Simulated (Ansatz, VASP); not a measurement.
Yb: VASP beside Ansatz

The input INCAR:

```
PREC = Accurate ; ENCUT = 520
EDIFF = 1E-7 ; ISMEAR = -1
SIGMA = 0.1 ; LREAL = False
LASPH = True ; NELM = 80
ALGO = Normal ; ISIF = 2
LWAVE = False ; LCHARG = False
GGA = RP ; NBANDS = 31
```

Contents of KPOINTS:

```
Automatic mesh
0
Gamma
  7 7 7
```

The input POSCAR:

```
Yb
1.0
    0.0000000000      4.2990366832      4.2990366832
    4.2990366832      0.0000000000      4.2990366832
    4.2990366832      4.2990366832      0.0000000000
Yb
2
Direct
    0.1250000000      0.1250000000      0.1250000000
    0.8750000000      0.8750000000      0.8750000000
```

Input for Ansatz:

```yaml
crystal:
  lattice:
    - [0.0, 4.2990366832, 4.2990366832]
    - [4.2990366832, 0.0, 4.2990366832]
    - [4.2990366832, 4.2990366832, 0.0]
  atoms:
    - { symbol: Yb, position: [0.125, 0.125, 0.125] }
    - { symbol: Yb, position: [0.875, 0.875, 0.875] }
hamiltonian:
  xc: rpbe
  pseudopotentials:
    kind: paw
    azcp:
      Yb: "pseudopotentials/Yb.paw.azcp"
basis:
  ecutwfc: 420
  fft_grid_basis: typed
kpoints:
  mp_grid: { grid: [7, 7, 7], shift: [0, 0, 0] }
magnetization:
  spin_polarized: false
scf:
  occupations: { method: fermi_dirac, width: 0.1 }
  lower_state_search: "off"
output:
  stress: true
```

Alike in both runs: task single point; functional RPBE; k mesh 7 × 7 × 7; occupations fermi-dirac, width 0.1 eV; no spin polarisation.

|  | VASP | Ansatz |
| --- | --- | --- |
| version | VASP 6.6.1 | Ansatz 0.2.0 |
| potentials or method | VASP PAW PBE potentials, release 64 (Yb), cutoff 520 eV | plane waves (420 eV) with PAW, scalar-relativistic |
| valence electrons in the cell | 48 | 48 |

Ansatz gave:

```
pressure (GPa) : 0.5
```

Question: What did VASP give for the same quantities?

Answer: Pressure (GPa): 0.3.

VASP's potentials were made for PBE, not for RPBE.

Spin-orbit coupling is off throughout.
